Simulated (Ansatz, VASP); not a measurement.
**Two plane-wave programs on Sn**

```
Sn
1.0
     6.07570    0.00000    0.00000
     0.00000    6.07570    0.00000
     0.00000    0.00000    6.07570
Sn
8
Direct
  0.00000 0.00000 0.00000
  0.50000 0.50000 0.50000
  0.25000 0.00000 0.50000
  0.75000 0.00000 0.50000
  0.50000 0.25000 0.00000
  0.50000 0.75000 0.00000
  0.00000 0.50000 0.25000
  0.00000 0.50000 0.75000
```

Alike in both runs: task relaxation of cell and atoms; functional LDA; k mesh 4 × 4 × 4; occupations fermi-dirac, width 0.1 eV; no spin polarisation.

|  | VASP | Ansatz |
| --- | --- | --- |
| version | VASP 6.6.1 | Ansatz 0.2.0 |
| potentials or method | VASP PAW LDA potentials, release 64 (Sn_d), cutoff 600 eV | plane waves (420 eV) with PAW, scalar-relativistic |
| valence electrons in the cell | 112 | 112 |

Ansatz gave:

```
relaxed volume (Å³/atom)                                        : 26.43
relaxed length of the cell vector where the two differ most in proportion (Å) : 5.957
```

Question: What did VASP give for the same quantities?

Answer: Relaxed volume (Å³/atom): 26.45; relaxed length of the cell vector where the two differ most in proportion (Å): 5.959.

Ansatz warns that its potentials were made for another functional, while VASP's fit it. LDA's correlation is that of Perdew and Zunger in VASP and of Perdew and Wang (1992) in Ansatz.
